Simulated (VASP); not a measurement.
# Ta2N (P-3m1) in VASP: further runs

The runs below take Ta2N through single point, relaxation of cell and atoms, with PBEsol.

Program: VASP 6.6.1. These are calculated values, not measurements. Logs are shortened: lines on timing, memory, paths and dates and some standing lists are left out, and cuts for length are marked.

**1. The cell of the first run**

It takes space group P-3m1 (No. 164, trigonal). Conventional cell: a = 3.113 Å, b = 3.113 Å, c = 4.870 Å, α = 90.00°, β = 90.00°, γ = 120.00°. Within 3.2 Å of Ta (site symmetry 3m) lie 3 N at 2.18 Å and 12 Ta at 2.99 to 3.11 Å. Within 2.9 Å of N (site symmetry -3m) lie 6 Ta at 2.18 Å.

**2. Single point, PBEsol**

File INCAR:

```
SYSTEM = Ta2N
PREC = Accurate
ENCUT = 600
EDIFF = 1E-6
ISMEAR = 0
SIGMA = 0.1
LREAL = .False.
LASPH = .True.
NELM = 120
ALGO = Normal
ISIF = 2
LWAVE = .False.
LCHARG = .True.
GGA = PS
LELF = .True.
LVHAR = .True.
NBANDS = 20
GGA_COMPAT = .False.
```

File KPOINTS:

```
regular mesh
0
Gamma
  6 6 4
  0 0 0
```

File POSCAR:

```
Ta2N
1.0
    3.1128615060      0.0000000000      0.0000000000
   -1.5564307530      2.6958171426      0.0000000000
    0.0000000000      0.0000000000      4.8698410000
Ta N
2 1
Direct
    0.6666666700      0.3333333300      0.7452890000
    0.3333333300      0.6666666700      0.2547110000
    0.0000000000      0.0000000000      0.0000000000
```

Potentials or basis: VASP PAW PBE potentials, release 64 (Ta_pv, N).

On the command line:

```
> cat potpaw_PBE.64/Ta_pv/POTCAR potpaw_PBE.64/N/POTCAR > POTCAR
> mpirun -np 1 vasp_std > vasp.out
```

OUTCAR:

```text
SYSTEM = Ta2N
   PREC = Accurate
   ENCUT = 600
   EDIFF = 1E-6
   ISMEAR = 0
   LREAL = .False.
   LASPH = .True.
   NELM = 120
   ISIF = 2
   GGA = PS

 ion  position               nearest neighbor table
   1  0.667  0.333  0.745-   3 2.18   3 2.18   3 2.18   2 2.99   2 2.99   2 2.99   2 3.06   2 3.06
                             2 3.06
   2  0.333  0.667  0.255-   3 2.18   3 2.18   3 2.18   1 2.99   1 2.99   1 2.99   1 3.06   1 3.06
                             1 3.06
   3  0.000  0.000  0.000-   1 2.18   2 2.18   2 2.18   1 2.18   1 2.18   2 2.18

  LATTYP: Found a hexagonal cell.
 ALAT       =     3.1128615060
 C/A-ratio  =     1.5644258476

  Lattice vectors:

 A1 = (   3.1128615060,   0.0000000000,   0.0000000000)
 A2 = (  -1.5564307530,   2.6958171426,   0.0000000000)
 A3 = (   0.0000000000,   0.0000000000,   4.8698410000)

Analysis of symmetry for initial positions (statically):
=====================================================================
 Subroutine PRICEL returns:
 Original cell was already a primitive cell.

 Routine SETGRP: Setting up the symmetry group for a
 hexagonal supercell.

 Subroutine GETGRP returns: Found 12 space group operations
 (whereof 12 operations were pure point group operations)
 out of a pool of 24 trial point group operations.

The static configuration has the point symmetry D_3d.

Analysis of symmetry for dynamics (positions and initial velocities):
=====================================================================
 Subroutine PRICEL returns:
 Original cell was already a primitive cell.

 Routine SETGRP: Setting up the symmetry group for a
 hexagonal supercell.

 Subroutine GETGRP returns: Found 12 space group operations
 (whereof 12 operations were pure point group operations)
 out of a pool of 24 trial point group operations.

The dynamic configuration has the point symmetry D_3d.

 Subroutine INISYM returns: Found 12 space group operations
 (whereof 12 operations are pure point group operations),
 and found     1 'primitive' translations

----------------------------------------------------------------------------------------

                                     Primitive cell

  volume of cell :      40.8663

  direct lattice vectors                    reciprocal lattice vectors
     3.112861506  0.000000000  0.000000000     0.321247829  0.185472520  0.000000000
    -1.556430753  2.695817143  0.000000000     0.000000000  0.370945041  0.000000000
     0.000000000  0.000000000  4.869841000     0.000000000  0.000000000  0.205345513

  length of vectors
     3.112861506  3.112861506  4.869841000     0.370945041  0.370945041  0.205345513

  position of ions in fractional coordinates (direct lattice)
     0.666666670  0.333333330  0.745289000
     0.333333330  0.666666670  0.254711000
     0.000000000  0.000000000  0.000000000

  ion indices of the primitive-cell ions
   primitive index   ion index
                 1           1
                 2           2
                 3           3

----------------------------------------------------------------------------------------

 KPOINTS: regular mesh

Automatic generation of k-mesh.
 Grid dimensions read from file:
 generate k-points for:    6    6    4

 Generating k-lattice:

  Cartesian coordinates                     Fractional coordinates (reciprocal lattice)
     0.053541305  0.030912087  0.000000000     0.166666667  0.000000000  0.000000000
     0.000000000  0.061824173  0.000000000     0.000000000  0.166666667  0.000000000
     0.000000000  0.000000000  0.051336378     0.000000000  0.000000000  0.250000000

  Length of vectors
     0.061824173  0.061824173  0.051336378

  Shift w.r.t. Gamma in fractional coordinates (k-lattice)
     0.000000000  0.000000000  0.000000000

 Subroutine IBZKPT returns following result:
 ===========================================

 Found     24 irreducible k-points:

 Following reciprocal coordinates:
            Coordinates               Weight
  0.000000  0.000000  0.000000      1.000000
  0.166667  0.000000  0.000000      6.000000
  0.333333 -0.000000  0.000000      6.000000
  0.500000  0.000000  0.000000      3.000000
  0.166667  0.166667  0.000000      6.000000
  0.333333  0.166667  0.000000     12.000000
[... 16 lines left out ...]
  0.333333  0.166667  0.500000     12.000000
  0.333333  0.333333  0.500000      2.000000
   k-points           NKPTS =     24   k-points in BZ     NKDIM =     24   number of bands    NBANDS=     20
   number of dos      NEDOS =    301   number of ions     NIONS =      3
   total plane-waves  NPLWV =  31360
   dimension x,y,z NGX =    28 NGY =   28 NGZ =   40
   dimension x,y,z NGXF=    56 NGYF=   56 NGZF=   80
   ions per type =               2   1
   NGX,Y,Z   is equivalent  to a cutoff of  14.95, 14.95, 13.66 a.u.
   NGXF,Y,Z  is equivalent  to a cutoff of  29.91, 29.91, 27.31 a.u.
 SYSTEM =  Ta2N
   PREC   = accura    normal or accurate (medium, high low for compatibility)
[... 85 lines left out ...]
     19      10.2676      0.00000
     20      11.9862      0.00000

 k-point     3 :       0.3333   -0.0000    0.0000
  band No.  band energies     occupation
      1     -28.1019      2.00000
      2     -28.0370      2.00000
      3     -27.9095      2.00000
      4     -27.7630      2.00000
      5     -27.5395      2.00000
      6     -27.5073      2.00000
[... 12 lines left out ...]
     19      11.4340      0.00000
     20      12.6699      0.00000

 k-point     4 :       0.5000    0.0000    0.0000
  band No.  band energies     occupation
      1     -28.2370      2.00000
      2     -28.0369      2.00000
      3     -27.9092      2.00000
      4     -27.8078      2.00000
      5     -27.6058      2.00000
      6     -27.5609      2.00000
[... 12 lines left out ...]
     19      11.5359      0.00000
     20      11.7150      0.00000

 k-point     5 :       0.1667    0.1667    0.0000
  band No.  band energies     occupation
      1     -28.1201      2.00000
      2     -27.9263      2.00000
      3     -27.9136      2.00000
      4     -27.6946      2.00000
      5     -27.5791      2.00000
      6     -27.4742      2.00000
[... 12 lines left out ...]
     19      11.7725      0.00000
     20      12.0233      0.00000

 k-point     6 :       0.3333    0.1667    0.0000
  band No.  band energies     occupation
      1     -28.1664      2.00000
      2     -27.9935      2.00000
      3     -27.9121      2.00000
      4     -27.8427      2.00000
      5     -27.6517      2.00000
      6     -27.6010      2.00000
[... 12 lines left out ...]
     19      12.0388      0.00000
     20      12.5923      0.00000

 k-point     7 :       0.3333    0.3333    0.0000
  band No.  band energies     occupation
      1     -28.1570      2.00000
      2     -27.9359      2.00000
      3     -27.9359      2.00000
      4     -27.8064      2.00000
      5     -27.7453      2.00000
      6     -27.7453      2.00000
[... 12 lines left out ...]
     19      11.0483      0.00000
     20      14.4150      0.00000
[... 277 lines left out ...]
 k-point    20 :       0.3333   -0.0000    0.5000
  band No.  band energies     occupation
      1     -28.1860      2.00000
      2     -28.1124      2.00000
      3     -27.6582      2.00000
      4     -27.6465      2.00000
      5     -27.6377      2.00000
      6     -27.6156      2.00000
[... 12 lines left out ...]
     19      11.3953      0.00000
     20      13.0661      0.00000

 k-point    21 :       0.5000    0.0000    0.5000
  band No.  band energies     occupation
      1     -28.2958      2.00000
      2     -28.2483      2.00000
      3     -27.6897      2.00000
      4     -27.6819      2.00000
      5     -27.6222      2.00000
      6     -27.6065      2.00000
[... 12 lines left out ...]
     19      11.6993      0.00000
     20      13.6815      0.00000

 k-point    22 :       0.1667    0.1667    0.5000
  band No.  band energies     occupation
      1     -28.1082      2.00000
      2     -28.0240      2.00000
      3     -27.7072      2.00000
      4     -27.6977      2.00000
      5     -27.5948      2.00000
      6     -27.5806      2.00000
[... 12 lines left out ...]
     19      11.2065      0.00000
     20      11.5151      0.00000

 k-point    23 :       0.3333    0.1667    0.5000
  band No.  band energies     occupation
      1     -28.2233      2.00000
      2     -28.1767      2.00000
      3     -27.8182      2.00000
      4     -27.8092      2.00000
      5     -27.5667      2.00000
      6     -27.5610      2.00000
[... 12 lines left out ...]
     19      11.7831      0.00000
     20      12.9701      0.00000

 k-point    24 :       0.3333    0.3333    0.5000
  band No.  band energies     occupation
      1     -28.1314      2.00000
      2     -28.1314      2.00000
      3     -28.0099      2.00000
      4     -27.9598      2.00000
      5     -27.5385      2.00000
      6     -27.5385      2.00000
[... 12 lines left out ...]
     19      12.7739      0.00000
     20      12.8582      0.00000

------------------------ aborting loop because EDIFF is reached ----------------------------------------

  FORCE on cell =-STRESS in cart. coord.  units (eV):
  Direction    XX          YY          ZZ          XY          YZ          ZX
  --------------------------------------------------------------------------------------
  -------------------------------------------------------------------------------------
  Total       -2.1911291     -2.1911291     -2.2064381      0.0000000      0.0000000      0.0000000
  in kB      -85.9040303    -85.9040302    -86.5042259      0.0000000      0.0000000      0.0000000
  external PRESSURE =     -86.1040955 kB  Pullay stress =       0.0000000 kB

 VOLUME and BASIS-vectors are now :
 -----------------------------------------------------------------------------
  energy-cutoff  :      600.00
  volume of cell :       40.87
      direct lattice vectors                 reciprocal lattice vectors
     3.112861506  0.000000000  0.000000000     0.321247829  0.185472520  0.000000000
    -1.556430753  2.695817143  0.000000000     0.000000000  0.370945041  0.000000000
     0.000000000  0.000000000  4.869841000     0.000000000  0.000000000  0.205345513

 POSITION                                       TOTAL-FORCE (eV/Angst)
 -----------------------------------------------------------------------------------
      1.55643      0.89861      3.62944        -0.000000      0.000000      0.502946
     -0.00000      1.79721      1.24040         0.000000     -0.000000     -0.502946
      0.00000      0.00000      0.00000        -0.000000      0.000000      0.000000
 -----------------------------------------------------------------------------------
    total drift:                                0.000000      0.000000      0.000000

  FREE ENERGIE OF THE ION-ELECTRON SYSTEM (eV)
  ---------------------------------------------------
  free  energy   TOTEN  =       -36.4558591725 eV

  energy  without entropy=      -36.4500646351  energy(sigma->0) =      -36.45296190
```

Run time: 39 s. Hardware: 1 thread of Intel Xeon 8259CL, shared host; peak memory 0.19 GiB.

Results:

```
Free energy            : -36.4559 eV
Pressure               : -8.6 GPa
Largest force          : 0.503 eV/Å
Band gap on the k mesh : zero (an odd number of electrons rules out a gap without spin polarisation)
```

Forces in eV/Å, atoms in the order of the input:
```
Ta   0.000  0.000  0.503
Ta   0.000  0.000 -0.503
N    0.000  0.000  0.000
```

Levels at points of the mesh, in eV from the Fermi level:
```tsv
k point	band 9	band 10	band 11	band 12	band 13	band 14	band 15	band 16	band 17	band 18
(0.00, 0.00, 0.00)	-6.12	-6.12	-5.01	-0.76	-0.33	-0.33	0.18	0.18	0.22	1.08
(0.50, 0.00, 0.00)	-6.60	-6.43	-4.62	-2.68	-1.44	1.68	1.81	3.61	3.88	4.13
(0.00, 0.00, 0.50)	-6.29	-6.29	-2.94	-2.70	-1.21	-1.21	1.71	1.81	2.18	2.18
(0.50, 0.00, 0.50)	-6.75	-6.17	-3.37	-2.22	-2.19	-0.34	0.63	3.19	3.43	3.90
```

Caveat: the k points lie up to 0.39 Å⁻¹ apart, too coarse for converged energies and pressures of a metal; the PAW data sets were made with another functional, which shifts forces and pressure a little; spin-orbit coupling is left out, which moves the levels of the heavy elements.

**3. Single point, PBEsol**

This run uses another cell than the first one, of 13.22 Å³/atom.

File INCAR:

```
PREC = Accurate
ENCUT = 600
EDIFF = 1E-6
ISMEAR = 0
SIGMA = 0.1
LREAL = False
LASPH = True
NELM = 120
ALGO = Normal
ISIF = 2
LWAVE = False
LCHARG = False
GGA = PS
NBANDS = 20
GGA_COMPAT = False
```

File KPOINTS:

```
regular mesh
0
Gamma
  9 9 4
```

File POSCAR:

```
Ta2N
1.0
    3.0847923154      0.0000000000      0.0000000000
   -1.5423961577      2.6715085105      0.0000000000
    0.0000000000      0.0000000000      4.8112453852
Ta N
2 1
Direct
    0.6666666667      0.3333333333      0.7479562253
    0.3333333333      0.6666666667      0.2520437747
    0.0000000000      0.0000000000      0.0000000000
```

Potentials or basis: VASP PAW PBE potentials, release 64 (Ta_pv, N).

On the command line:

```
> cat potpaw_PBE.64/Ta_pv/POTCAR potpaw_PBE.64/N/POTCAR > POTCAR
> mpirun -np 1 vasp_std > vasp.out
```

Wall time 62 s (1 thread of Intel Xeon 8259CL, shared host); peak memory 0.2 GiB.

It converged, with:

```
Free energy            : -36.4899 eV
Pressure               : 0.6 GPa
Largest force          : 0.064 eV/Å
Band gap on the k mesh : zero (an odd number of electrons rules out a gap without spin polarisation)
```

Forces in eV/Å, atoms in the order of the input:
```
Ta   0.000  0.000 -0.064
Ta   0.000  0.000  0.064
N    0.000  0.000  0.000
```

Stress tensor (GPa, compression positive):
```
0.66 0.00 0.00
0.00 0.66 0.00
0.00 0.00 0.37
```

Levels at points of the mesh, in eV from the Fermi level:
| k point | band 11 | band 12 | band 13 | band 14 | band 15 | band 16 |
| --- | --- | --- | --- | --- | --- | --- |
| (0.00, 0.00, 0.00) | -4.87 | -0.64 | -0.25 | -0.25 | 0.27 | 0.27 |
| (0.00, 0.00, 0.50) | -2.78 | -2.66 | -1.18 | -1.18 | 1.90 | 2.03 |

Caveat: the PAW data sets were made with another functional, which shifts forces and pressure a little; spin-orbit coupling is left out, which moves the levels of the heavy elements.

**4. Relaxation of cell and atoms, PBEsol**

File INCAR:

```
ALGO = Normal
EDIFF = 1E-7
EDIFFG = -0.05
ENCUT = 600
GGA = PS
GGA_COMPAT = F
IBRION = 2
ISIF = 3
ISMEAR = 0
LASPH = T
LCHARG = F
LREAL = F
LWAVE = F
NELM = 120
NELMIN = 4
NSW = 100
PREC = Accurate
SIGMA = 0.1
```

File KPOINTS:

```
k-points
0
Gamma
  9 9 4
```

File POSCAR:

```
Ta2N
1.0
    3.1128615060      0.0000000000      0.0000000000
   -1.5564307530      2.6958171426      0.0000000000
    0.0000000000      0.0000000000      4.8698410000
Ta N
2 1
Direct
    0.6666666700      0.3333333300      0.7452890000
    0.3333333300      0.6666666700      0.2547110000
    0.0000000000      0.0000000000      0.0000000000
```

On the command line:

```
> cat potpaw_PBE.64/Ta_pv/POTCAR potpaw_PBE.64/N/POTCAR > POTCAR
> mpirun -np 1 vasp_std > vasp.out
```

It took 4.9 min on 1 thread of Intel Xeon 8259CL, shared host; peak memory 0.21 GiB.

It converged, with:

* Free energy: -36.4913 eV
* Relaxed volume: 13.23 Å³/atom
* Relaxed cell: a = 3.085 Å, b = 3.085 Å, c = 4.814 Å, α = 90.00°, β = 90.00°, γ = 120.00°
* Space group after relaxing (to 0.1 Å): P-3m1 (No. 164)
* Energy gained by relaxing: 12.4 meV/atom
* Ionic steps: 6
* Pressure after relaxing: 0.2 GPa
* Largest force after relaxing: 0.006 eV/Å
* Band gap on the k mesh: zero (an odd number of electrons rules out a gap without spin polarisation)

Forces in eV/Å, atoms in the order of the input:
```
Ta   0.000  0.000 -0.006
Ta   0.000  0.000  0.006
N    0.000  0.000  0.000
```

Stress tensor (GPa, compression positive):
```
0.30 0.00 0.00
0.00 0.30 0.00
0.00 0.00 0.05
```

Step by step:
```tsv
step	energy change (eV)	largest force (eV/Å)	pressure (GPa)	volume (Å³)
1	0.0000	0.4227	-8.70	40.87
2	0.2347	0.8900	29.70	36.65
3	-0.0364	0.1295	-0.13	39.68
4	-0.0364	0.1189	0.15	39.65
5	-0.0364	0.1119	0.35	39.62
6	-0.0371	0.0059	0.22	39.68
```

Final structure:
```xyz
3
Lattice="3.0849 0.0000 0.0000 -1.5425 2.6716 0.0000 0.0000 0.0000 4.8141" Properties=species:S:1:pos:R:3 pbc="T T T"
Ta    1.5425    0.8905    3.5982
Ta    0.0000    1.7811    1.2159
N    -1.5425    2.6716    4.8141
```

Levels at points of the mesh, in eV from the Fermi level:
| k point | band 11 | band 12 | band 13 | band 14 | band 15 | band 16 |
| --- | --- | --- | --- | --- | --- | --- |
| (0.00, 0.00, 0.00) | -4.88 | -0.66 | -0.25 | -0.25 | 0.26 | 0.26 |
| (0.00, 0.00, 0.50) | -2.81 | -2.66 | -1.18 | -1.18 | 1.89 | 2.04 |

Caveat: the PAW data sets were made with another functional, which shifts forces and pressure a little; spin-orbit coupling is left out, which moves the levels of the heavy elements.

**5. Summary**

| task | cell | k mesh | gap on the mesh (eV) | pressure (GPa) | largest force (eV/Å) |
| --- | --- | --- | --- | --- | --- |
| single point | a = 3.113, b = 3.113, c = 4.870 Å, angles 90.0, 90.0, 120.0°, 3 atoms, atomic positions A | 6 × 6 × 4 | none | -8.6 | 0.50 |
| single point | a = 3.085, b = 3.085, c = 4.811 Å, angles 90.0, 90.0, 120.0°, 3 atoms, atomic positions B | 9 × 9 × 4 | none | 0.6 | 0.06 |
| relaxation of cell and atoms | relaxed from a = 3.113, b = 3.113, c = 4.870 Å, angles 90.0, 90.0, 120.0°, 3 atoms, atomic positions A | 9 × 9 × 4 | none | 0.2 | 0.01 |

Alike in all rows: level PBEsol; potentials or basis VASP PAW PBE potentials, release 64 (Ta_pv, N); no spin polarisation; cutoff (eV) 600; smearing gaussian 0.1 eV.

Caveats: some runs use coarse meshes; the PAW data sets were made with another functional, which shifts forces and pressure a little; spin-orbit coupling is left out, which moves the levels of the heavy elements.

Total energies depend on the potentials used, so only differences within one code and one set of settings carry meaning.
